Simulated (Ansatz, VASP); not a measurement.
**Al2Ru in VASP and in Ansatz**

File INCAR:

```
ALGO = Normal
EDIFF = 1E-7
ENCUT = 520
ISIF = 2
ISMEAR = 0
LASPH = T
LCHARG = F
LREAL = F
LWAVE = F
NBANDS = 29
NELM = 60
PREC = Accurate
SIGMA = 0.03
```

KPOINTS

```
k-points
0
Gamma
  10 10 10
```

The input POSCAR:

```
Al2Ru
1.0
    0.0000000000      3.9951851245      4.3922083467
    2.4259609690      0.0000000000      4.3922083467
    2.4259609690      3.9951851245      0.0000000000
Al Ru
4 2
Direct
    0.0788992938      0.4211007062      0.0788992938
    0.4211007062      0.0788992938      0.4211007062
    0.1711007062      0.8288992938      0.1711007062
    0.8288992938      0.1711007062      0.8288992938
    0.7500000000      0.7500000000      0.7500000000
    0.5000000000      0.5000000000      0.5000000000
```

Input for Ansatz:

```yaml
crystal:
  lattice:
    - [0.0, 3.9951851245, 4.3922083467]
    - [2.425960969, 0.0, 4.3922083467]
    - [2.425960969, 3.9951851245, 0.0]
  atoms:
    - { symbol: Al, position: [0.0788992938, 0.4211007062, 0.0788992938] }
    - { symbol: Al, position: [0.4211007062, 0.0788992938, 0.4211007062] }
    - { symbol: Al, position: [0.1711007062, 0.8288992938, 0.1711007062] }
    - { symbol: Al, position: [0.8288992938, 0.1711007062, 0.8288992938] }
    - { symbol: Ru, position: [0.75, 0.75, 0.75] }
    - { symbol: Ru, position: [0.5, 0.5, 0.5] }
basis:
  ecutwfc: 420
kpoints:
  mp_grid: { grid: [10, 10, 10] }
hamiltonian:
  xc: lda
  pseudopotentials: { kind: paw, azcp: { folder: soft_1 } }
scf:
  occupations: { method: gaussian, width: 0.03 }
output:
  forces: true
  stress: true
  eigenvalues: true
```

Change from the starting cell: volume 14.190 Å^3 an atom, stretch along a over the lengths across it, relative to the relaxed cell 1.0306.

Alike in both runs: task single point; functional LDA; k mesh 10 × 10 × 10; occupations gaussian, width 0.03 eV; no spin polarisation.

|  | VASP | Ansatz |
| --- | --- | --- |
| version | VASP 6.6.1 | Ansatz 0.2.0 |
| potentials or method | VASP PAW LDA potentials, release 64 (Al, Ru_pv), cutoff 520 eV | scalar-relativistic, plane waves, PAW |
| valence electrons in the cell | 40 | 44 |

Ansatz gave:

```
gap on the k mesh at the Fermi level (eV)                     : 0.20
least direct gap on the mesh (eV)                             : 1.14
pressure (GPa)                                                : -9.8
traceless stress, the component that is largest in VASP (GPa) : -5.09
rms of the force components (eV/Å)                            : 0.101
```

Question: Estimate VASP's values.

Answer: gap on the k mesh at the Fermi level (eV): 0.20; least direct gap on the mesh (eV): 1.14; pressure (GPa): -9.4; traceless stress, the component that is largest in VASP (GPa): -5.10; rms of the force components (eV/Å): 0.098.

Ansatz warns that its potentials were made for another functional, while VASP's fit it. LDA's correlation is that of Perdew and Zunger in VASP and of Perdew and Wang (1992) in Ansatz. Atom by atom the forces differ by 0.003 eV/Å (rms over components). VASP's potentials hold 40 valence electrons a cell and Ansatz's 44, so a difference there can come from the potentials and not from the codes.
